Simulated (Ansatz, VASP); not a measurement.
**BP in VASP and in Ansatz**

```
B P
1.0
     0.00000    2.02822    2.28815
     2.28815    0.00000    2.28815
     2.28815    2.02822    0.00000
B P
1 1
Direct
  0.00000 0.00000 0.00000
  0.75000 0.75000 0.75000
```

Alike in both runs: task single point; functional PBEsol; k mesh 12 × 12 × 12; occupations gaussian, width 0.05 eV; no spin polarisation.

|  | VASP | Ansatz |
| --- | --- | --- |
| version | VASP 6.6.1 | Ansatz 0.2.0 |
| potentials or method | VASP PAW PBE potentials, release 64 (B, P), cutoff 520 eV | scalar-relativistic, plane waves, PAW |
| valence electrons in the cell | 8 | 8 |

VASP gave:

```
gap on the k mesh at the Fermi level (eV)                     : none
pressure (GPa)                                                : 15.9
traceless stress, the component that is largest in VASP (GPa) : 17.56
```

**Question.** Which values does Ansatz return?

**Answer.** gap on the k mesh at the Fermi level (eV): none; pressure (GPa): 15.8; traceless stress, the component that is largest in VASP (GPa): 17.58.

VASP's potentials were made for PBE, not for PBEsol. A gap of «none» marks a metal or a gap that the smearing closes.
